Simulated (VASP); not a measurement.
# AlNi3 (Fm-3m) in VASP: further runs, part 2 of 2

VASP 6.6.1.

### Step 4. Single point, LDA

Contents of INCAR:

```
ALGO = Normal
EDIFF = 1E-6
ENCUT = 520
ISIF = 2
ISMEAR = 0
LASPH = T
LCHARG = F
LREAL = F
LWAVE = F
NBANDS = 24
NELM = 100
PREC = Accurate
SIGMA = 0.1
```

Contents of KPOINTS:

```
k-points
0
Gamma
  14 14 14
```

Contents of POSCAR:

```
AlNi3
1.0
    0.0000000000      2.8018887551      2.8018887551
    2.8018887551      0.0000000000      2.8018887551
    2.8018887551      2.8018887551      0.0000000000
Al Ni
1 3
Direct
    0.5000000000      0.5000000000      0.5000000000
    0.2500000000      0.2500000000      0.2500000000
    0.0000000000      0.0000000000      0.0000000000
    0.7500000000      0.7500000000      0.7500000000
```

Potentials or basis: VASP PAW LDA potentials, release 64 (Al, Ni).

Started as:

```console
cat potpaw_LDA.64/Al/POTCAR potpaw_LDA.64/Ni/POTCAR > POTCAR
mpirun -np 1 vasp_std > vasp.out
```

OUTCAR:

```text
EDIFF = 1E-6
   ENCUT = 520
   ISIF = 2
   ISMEAR = 0
   LASPH = T
   LREAL = F
   NELM = 100
   PREC = Accurate

 ion  position               nearest neighbor table
   1  0.500  0.500  0.500-   2 2.43   4 2.43   2 2.43   2 2.43   4 2.43   2 2.43   4 2.43   4 2.43
                             3 2.80   3 2.80   3 2.80   3 2.80   3 2.80   3 2.80
   2  0.250  0.250  0.250-   3 2.43   1 2.43   3 2.43   1 2.43   3 2.43   3 2.43   1 2.43   1 2.43
                             4 2.80   4 2.80   4 2.80   4 2.80   4 2.80   4 2.80
   3  0.000  0.000  0.000-   4 2.43   2 2.43   4 2.43   2 2.43   4 2.43   4 2.43   2 2.43   2 2.43
                             1 2.80   1 2.80   1 2.80   1 2.80   1 2.80   1 2.80
   4  0.750  0.750  0.750-   1 2.43   3 2.43   1 2.43   1 2.43   3 2.43   1 2.43   3 2.43   3 2.43
                             2 2.80   2 2.80   2 2.80   2 2.80   2 2.80   2 2.80

  LATTYP: Found a face centered cubic cell.
 ALAT       =     5.6037775102

  Lattice vectors:

 A1 = (   0.0000000000,   2.8018887551,   2.8018887551)
 A2 = (   2.8018887551,   0.0000000000,   2.8018887551)
 A3 = (   2.8018887551,   2.8018887551,   0.0000000000)

Analysis of symmetry for initial positions (statically):
[... 179 lines left out ...]

 val. band max:        9.6591587515   @ k =  -0.2857   0.5000   0.2143
 cond. band min:       9.6829027799   @ k =   0.5000   0.2143   0.0714
 fundamental gap:      0.0237440284
 Fermi energy:         9.6663601252

 k-point     1 :       0.0000    0.0000    0.0000
  band No.  band energies     occupation
      1      -0.4806      2.00000
      2       6.0622      2.00000
      3       6.0622      2.00000
      4       6.1866      2.00000
      5       6.1866      2.00000
      6       6.1866      2.00000
[... 637 lines left out ...]
     23      17.4081      0.00000
     24      19.3895      0.00000

 [... further k-points ...]

------------------------ aborting loop because EDIFF is reached ----------------------------------------

  FORCE on cell =-STRESS in cart. coord.  units (eV):
  Direction    XX          YY          ZZ          XY          YZ          ZX
  --------------------------------------------------------------------------------------
  -------------------------------------------------------------------------------------
  Total       -1.9607263     -1.9607263     -1.9607263     -0.0000000      0.0000000     -0.0000000
  in kB      -71.4076750    -71.4076750    -71.4076750     -0.0000000      0.0000000     -0.0000000
  external PRESSURE =     -71.4076750 kB  Pullay stress =       0.0000000 kB

 VOLUME and BASIS-vectors are now :
 -----------------------------------------------------------------------------
  energy-cutoff  :      520.00
  volume of cell :       43.99
      direct lattice vectors                 reciprocal lattice vectors
     0.000000000  2.801888755  2.801888755    -0.178451053  0.178451053  0.178451053
     2.801888755  0.000000000  2.801888755     0.178451053 -0.178451053  0.178451053
     2.801888755  2.801888755  0.000000000     0.178451053  0.178451053 -0.178451053

 POSITION                                       TOTAL-FORCE (eV/Angst)
 -----------------------------------------------------------------------------------
      2.80189      2.80189      2.80189         0.000000      0.000000      0.000000
      1.40094      1.40094      1.40094        -0.000000     -0.000000      0.000000
      0.00000      0.00000      0.00000         0.000000      0.000000      0.000000
      4.20283      4.20283      4.20283        -0.000000      0.000000     -0.000000
 -----------------------------------------------------------------------------------
    total drift:                                0.000000     -0.000000      0.000000

  FREE ENERGIE OF THE ION-ELECTRON SYSTEM (eV)
  ---------------------------------------------------
  free  energy   TOTEN  =       -25.5849570409 eV

  energy  without entropy=      -25.5721042544  energy(sigma->0) =      -25.57853065
```

OSZICAR:

```text
N       E                     dE             d eps       ncg     rms          rms(c)
DAV:   1     0.186807316663E+03    0.18681E+03   -0.14270E+04  5032   0.177E+03
DAV:   2    -0.198024411311E+02   -0.20661E+03   -0.19473E+03  5000   0.324E+02
DAV:   3    -0.290251068611E+02   -0.92227E+01   -0.87722E+01  6104   0.940E+01
DAV:   4    -0.291640666085E+02   -0.13896E+00   -0.13887E+00  6024   0.101E+01
DAV:   5    -0.291683763807E+02   -0.43098E-02   -0.43097E-02  6448   0.162E+00    0.183E+01
DAV:   6    -0.289882808935E+02    0.18010E+00   -0.35638E+01  5824   0.105E+02    0.166E+01
DAV:   7    -0.258186553814E+02    0.31696E+01   -0.10870E+01  5880   0.719E+01    0.707E+00
DAV:   8    -0.258133785511E+02    0.52768E-02   -0.16316E+00  5608   0.394E+01    0.514E+00
DAV:   9    -0.256018820091E+02    0.21150E+00   -0.23450E-01  6720   0.159E+01    0.114E+00
DAV:  10    -0.255848498000E+02    0.17032E-01   -0.59351E-02  7704   0.414E+00    0.298E-01
DAV:  11    -0.255849619928E+02   -0.11219E-03   -0.72008E-03  5912   0.151E+00    0.112E-01
DAV:  12    -0.255850145826E+02   -0.52590E-04   -0.59670E-04  6080   0.566E-01    0.102E-01
DAV:  13    -0.255849568482E+02    0.57734E-04   -0.11921E-04  6080   0.344E-01    0.713E-03
DAV:  14    -0.255849580292E+02   -0.11810E-05   -0.18623E-05  6984   0.615E-02    0.139E-02
DAV:  15    -0.255849570409E+02    0.98827E-06   -0.31003E-06  4336   0.506E-02
   1 F= -.25584957E+02 E0= -.25578531E+02  d E =-.128528E-01
```

Wall time 3.8 min (1 thread of AMD EPYC 7R13, shared host); peak memory 0.19 GiB.

What came out:

- Free energy: -25.5850 eV
- Pressure: -7.1 GPa

Levels at points of the mesh, in eV from the Fermi level:
```
           k point  band 14  band 15  band 16  band 17  band 18  band 19
(0.00, 0.00, 0.00)    -0.57    -0.51    -0.51     5.49     5.49     5.49
(0.50, 0.00, 0.00)    -0.65    -0.48    -0.48    -0.15     4.38     4.38
(0.50, 0.50, 0.00)    -0.76    -0.61    -0.36    -0.36    -0.36    -0.05
```

Spin polarisation is off, so any magnetic state and its effect on volume and gap are missing.

### Step 5. Single point, PBE

Contents of INCAR:

```
SYSTEM = AlNi3
ALGO     = Fast           ! electronic algorithm
EDIFF    = 1E-6           ! SCF threshold, eV
ENCUT    = 520            ! plane-wave cutoff, eV
GGA      = PE             ! functional
ISIF     = 2              ! what is computed and relaxed
ISMEAR   = 0              ! smearing method
LASPH    = .TRUE.         ! aspherical terms in the spheres
LCHARG   = .FALSE.        ! write CHGCAR
LREAL    = .FALSE.        ! projectors in reciprocal space
LWAVE    = .FALSE.        ! write WAVECAR
NBANDS   = 24             ! bands
NELM     = 80             ! most SCF steps
PREC     = Accurate       ! precision mode
SIGMA    = 0.1            ! smearing width, eV
```

Contents of KPOINTS:

```
k-points
0
G
  14 14 14
  0 0 0
```

POSCAR is that of step 4.

Potentials or basis: VASP PAW PBE potentials, release 64 (Al, Ni).

Started as:

```console
cat potpaw_PBE.64/Al/POTCAR potpaw_PBE.64/Ni/POTCAR > POTCAR
mpirun -np 1 vasp_std > vasp.out
```

Run time: 4 min. Hardware: 1 thread of AMD EPYC 7R13, shared host; peak memory 0.2 GiB.

Results (log left out):

| Property | Result |
| --- | --- |
| Free energy | -21.6617 eV |
| Pressure | 7.1 GPa |

Levels at points of the mesh, in eV from the Fermi level:
```csv
k point,band 13,band 14,band 15,band 16,band 17,band 18,band 19,band 20
"(0.00, 0.00, 0.00)",-0.56,-0.56,-0.53,-0.53,5.46,5.46,5.46,5.90
"(0.50, 0.00, 0.00)",-0.65,-0.65,-0.48,-0.48,-0.15,4.35,4.35,4.79
"(0.50, 0.50, 0.00)",-1.06,-0.75,-0.60,-0.38,-0.35,-0.35,-0.04,4.28
```

### Step 6. Overview

| task | level | potentials or basis | cell | k mesh | cutoff (eV) | gap on the mesh (eV) | pressure (GPa) |
| --- | --- | --- | --- | --- | --- | --- | --- |
| relaxation of cell and atoms | r2SCAN | VASP PAW PBE potentials, release 64 (Al, Ni) | relaxed | 4 × 4 × 4 | 600 | none | -0.1 |
| relaxation of cell and atoms | r2SCAN | VASP PAW PBE potentials, release 64 (Al, Ni) | relaxed | 6 × 6 × 6 | 600 | none | -0.1 |
| single point | LDA | VASP PAW LDA potentials, release 64 (Al, Ni) | as given | 14 × 14 × 14 | 520 | none | -7.1 |
| single point | PBE | VASP PAW PBE potentials, release 64 (Al, Ni) | as given | 14 × 14 × 14 | 520 | none | 7.1 |

Alike in all rows: no spin polarisation; smearing gaussian 0.1 eV.

Caveats: some runs use coarse meshes; the relaxation stopped at its first step, so nothing moved (some runs); the PAW data sets were made with another functional, which shifts forces and pressure a little (some runs).

Absolute energies hang on the potentials; compare differences alone.
